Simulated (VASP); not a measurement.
# As (Pm-3m) in VASP: notebook, part 2 of 2

VASP 6.6.1.

## Step 3: Single point, PBE (one atom moved)

INCAR

```
SYSTEM = As
PREC = Accurate
ENCUT = 500
EDIFF = 1E-6
ISMEAR = 0
SIGMA = 0.1
LREAL = .FALSE.
LASPH = .TRUE.
NELM = 120
ALGO = Normal
ISIF = 2
LWAVE = .FALSE.
LCHARG = .FALSE.
GGA = PE
NBANDS = 8
GGA_COMPAT = .FALSE.
```

KPOINTS

```
Automatic mesh
0
G
  14 14 14
  0 0 0
```

POSCAR

```
As
1.0
    2.7036817444      0.0000000000      0.0000000000
    0.0000000000      2.7036817444      0.0000000000
    0.0000000000      0.0000000000      2.7036817444
As
1
Direct
    0.5000000000      0.5000000000      0.5832198540
```

Potentials or basis: VASP PAW PBE potentials, release 64 (As).

Launch:

```
$ cat potpaw_PBE.64/As/POTCAR > POTCAR
$ mpirun -np 1 vasp_std > vasp.out
```

OUTCAR:

```text
SYSTEM = As
   PREC = Accurate
   ENCUT = 500
   EDIFF = 1E-6
   ISMEAR = 0
   LREAL = .FALSE.
   LASPH = .TRUE.
   NELM = 120
   ISIF = 2
   GGA = PE

 ion  position               nearest neighbor table
   1  0.500  0.500  0.583-

  LATTYP: Found a simple cubic cell.
 ALAT       =     2.7036817444

  Lattice vectors:

 A1 = (   2.7036817444,   0.0000000000,   0.0000000000)
 A2 = (   0.0000000000,   2.7036817444,   0.0000000000)
 A3 = (   0.0000000000,   0.0000000000,   2.7036817444)

Analysis of symmetry for initial positions (statically):
=====================================================================
 Subroutine PRICEL returns:
 Original cell was already a primitive cell.

 Routine SETGRP: Setting up the symmetry group for a
 simple cubic supercell.

 Subroutine GETGRP returns: Found 48 space group operations
 (whereof  8 operations were pure point group operations)
 out of a pool of 48 trial point group operations.

The static configuration has the point symmetry C_4v.
 The point group associated with its full space group is O_h .

Analysis of symmetry for dynamics (positions and initial velocities):
=====================================================================
 Subroutine PRICEL returns:
 Original cell was already a primitive cell.

 Routine SETGRP: Setting up the symmetry group for a
 simple cubic supercell.

 Subroutine GETGRP returns: Found 48 space group operations
 (whereof  8 operations were pure point group operations)
 out of a pool of 48 trial point group operations.

The dynamic configuration has the point symmetry C_4v.
 The point group associated with its full space group is O_h .

 Subroutine INISYM returns: Found 48 space group operations
 (whereof  8 operations are pure point group operations),
 and found     1 'primitive' translations

----------------------------------------------------------------------------------------

                                     Primitive cell

  volume of cell :      19.7636

  direct lattice vectors                    reciprocal lattice vectors
     2.703681744  0.000000000  0.000000000     0.369866018  0.000000000  0.000000000
     0.000000000  2.703681744  0.000000000     0.000000000  0.369866018  0.000000000
     0.000000000  0.000000000  2.703681744     0.000000000  0.000000000  0.369866018

  length of vectors
     2.703681744  2.703681744  2.703681744     0.369866018  0.369866018  0.369866018

  position of ions in fractional coordinates (direct lattice)
     0.500000000  0.500000000  0.583219854

  ion indices of the primitive-cell ions
   primitive index   ion index
                 1           1

----------------------------------------------------------------------------------------

 KPOINTS: Automatic mesh

Automatic generation of k-mesh.
 Grid dimensions read from file:
 generate k-points for:   14   14   14

 Generating k-lattice:

  Cartesian coordinates                     Fractional coordinates (reciprocal lattice)
     0.026419001  0.000000000  0.000000000     0.071428571  0.000000000  0.000000000
     0.000000000  0.026419001  0.000000000     0.000000000  0.071428571  0.000000000
     0.000000000  0.000000000  0.026419001     0.000000000  0.000000000  0.071428571

  Length of vectors
     0.026419001  0.026419001  0.026419001

  Shift w.r.t. Gamma in fractional coordinates (k-lattice)
     0.000000000  0.000000000  0.000000000

 Subroutine IBZKPT returns following result:
 ===========================================

 Found    120 irreducible k-points:

 Following reciprocal coordinates:
            Coordinates               Weight
  0.000000  0.000000  0.000000      1.000000
  0.071429  0.000000  0.000000      6.000000
  0.142857  0.000000  0.000000      6.000000
  0.214286  0.000000  0.000000      6.000000
  0.285714  0.000000  0.000000      6.000000
  0.357143  0.000000  0.000000      6.000000
[... 16 lines left out ...]
  0.285714  0.214286  0.000000     24.000000
  0.357143  0.214286  0.000000     24.000000
 [... further k-points ...]
   k-points           NKPTS =    120   k-points in BZ     NKDIM =    120   number of bands    NBANDS=      8
   number of dos      NEDOS =    301   number of ions     NIONS =      1
   total plane-waves  NPLWV =   8000
   dimension x,y,z NGX =    20 NGY =   20 NGZ =   20
   dimension x,y,z NGXF=    40 NGYF=   40 NGZF=   40
   ions per type =               1
   NGX,Y,Z   is equivalent  to a cutoff of  12.30, 12.30, 12.30 a.u.
   NGXF,Y,Z  is equivalent  to a cutoff of  24.60, 24.60, 24.60 a.u.
 SYSTEM =  As
   PREC   = accura    normal or accurate (medium, high low for compatibility)
   ISTART =      0    job   : 0-new  1-cont  2-samecut
   ICHARG =      2    charge: 1-file 2-atom 10-const
   ISPIN  =      1    spin polarized calculation?
   LNONCOLLINEAR =      F non collinear calculations
   LSORBIT =      F    spin-orbit coupling
   LASPH  =      T    aspherical Exc in radial PAW
   ENCUT  =  500.0 eV  36.75 Ry    6.06 a.u.   4.93  4.93  4.93*2*pi/ulx,y,z
   NELM   =    120;   NELMIN=  2; NELMDL= -5     # of ELM steps
   EDIFF  = 0.1E-05   stopping-criterion for ELM
   LREAL  =      F    real-space projection
   EDIFFG = 0.1E-04   stopping-criterion for IOM
   NSW    =      0    number of steps for IOM
   IBRION =     -1    ionic relax: 0-MD 1-quasi-New 2-CG
   NFREE  =      0    steps in history (QN), initial steepest desc. (CG)
   ISIF   =      2    stress and relaxation
   ISYM   =      2    0-nonsym 1-usesym 2-fastsym
   POTIM  = 0.5000    time-step for ionic-motion
   TEBEG  =    0.0;   TEEND  =   0.0 temperature during run
   PSTRESS=    0.0 pullay stress
   NELECT =       5.0000    total number of electrons
   NUPDOWN=      -1.0000    fix difference up-down
   EMIN   =  10.00;   EMAX   =-10.00  energy-range for DOS
   EFERMI =   0.00;   METHOD = LEGACY
   ISMEAR =     0;   SIGMA  =   0.10  broadening in eV -4-tet -1-fermi 0-gaus
   EFERMI_NEDOS =   21; number of points for ismear=-14 and -15
   IALGO  =     38    algorithm
   IMIX   =      4    mixing-type and parameters
     AMIX     =   0.40;   BMIX     =  1.00
     AMIX_MAG =   1.60;   BMIX_MAG =  1.00
  volume/ion in A,a.u.               =      19.76       133.37
  Fermi-wavevector in a.u.,A,eV,Ry     =   1.035403  1.956627 14.586243  1.072059
  Thomas-Fermi vector in A             =   2.169744
   LORBIT       =      0    0 simple, 1 ext, 2 COOP (PROOUT), +10 PAW based schemes
   GGA     = PE    functional components
   LHFCALC =     F    Hartree Fock is set to
   AEXX    =    0.0000 exact exchange contribution
   IVDW    =     0    specifies the selected vdW correction
   LEPSILON=     F    determine dielectric tensor
   LRPA    =     F    only Hartree local field effects (RPA)
 non-spin polarized calculation
 Gauss-broadening in eV      SIGMA  =   0.10
  energy-cutoff  :      500.00
  volume of cell :       19.76
 maximum number of plane-waves:       516
 NGX is ok and might be reduce to    20
   NGX =  9   NGY =  9   NGZ =  9

 number of electron       5.0000001 magnetization

 Free energy of the ion-electron system (eV)
  ---------------------------------------------------
  ext. energy  EPLUGINS =         0.00000000
  ---------------------------------------------------
  free energy    TOTEN  =        -4.55708825 eV

  energy without entropy =       -4.55387988  energy(sigma->0) =       -4.55548407

 E-fermi :   5.9256     XC(G=0): -10.4337

 val. band max:        5.9179151785   @ k =   0.2857   0.2143   0.0000
 cond. band min:       5.9271618710   @ k =   0.2143   0.2143   0.1429
 fundamental gap:      0.0092466925
 Fermi energy:         5.9255654638

 k-point     1 :       0.0000    0.0000    0.0000
  band No.  band energies     occupation
      1      -9.0444      2.00000
      2      10.0917      0.00000
      3      10.0917      0.00000
      4      10.0917      0.00000
      5      14.4327      0.00000
      6      14.4327      0.00000
      7      16.4916      0.00000
      8      30.8511      0.00000
[... 243 lines left out ...]
 k-point    24 :       0.3571    0.2143    0.0000
  band No.  band energies     occupation
      1      -6.0540      2.00000
      2       1.5846      2.00000
      3       6.5148      0.00000
      4      12.4971      0.00000
      5      14.9709      0.00000
      6      18.2866      0.00000
      7      22.7297      0.00000
      8      23.5148      0.00000

 [... further k-points ...]
[... 5 lines left out ...]
  --------------------------------------------------------------------------------------
  -------------------------------------------------------------------------------------
  Total        0.3357662      0.3357662      0.3357662     -0.0000000     -0.0000000      0.0000000
  in kB       27.2195418     27.2195418     27.2195418     -0.0000000     -0.0000000      0.0000000
  external PRESSURE =      27.2195418 kB  Pullay stress =       0.0000000 kB

 VOLUME and BASIS-vectors are now :
 -----------------------------------------------------------------------------
  energy-cutoff  :      500.00
  volume of cell :       19.76
      direct lattice vectors                 reciprocal lattice vectors
     2.703681744  0.000000000  0.000000000     0.369866018  0.000000000  0.000000000
     0.000000000  2.703681744  0.000000000     0.000000000  0.369866018  0.000000000
     0.000000000  0.000000000  2.703681744     0.000000000  0.000000000  0.369866018

 POSITION                                       TOTAL-FORCE (eV/Angst)
 -----------------------------------------------------------------------------------
      1.35184      1.35184      1.57684        -0.000000      0.000000      0.000000
 -----------------------------------------------------------------------------------
    total drift:                                0.000000      0.000000      0.000001

  FREE ENERGIE OF THE ION-ELECTRON SYSTEM (eV)
  ---------------------------------------------------
  free  energy   TOTEN  =        -4.5570882522 eV

  energy  without entropy=       -4.5538798790  energy(sigma->0) =       -4.55548407
```

stdout:

```text
POSCAR found type information on POSCAR As
 POSCAR found :  1 types and       1 ions
 scaLAPACK will be used
 LDA part: xc-table for (Slater+PW92), standard interpolation
 POSCAR, INCAR and KPOINTS ok, starting setup
 FFT: planning ... GRIDC
 FFT: planning ... GRID_SOFT
 FFT: planning ... GRID
 WAVECAR not read
 entering main loop
```

It took 16 s on 1 thread of Intel Xeon 8259CL, shared host; peak memory 0.13 GiB.

What came out:

- Free energy: -4.5571 eV
- Pressure: 2.7 GPa

Caveat: the cell differs from its parent crystal (one atom moved).
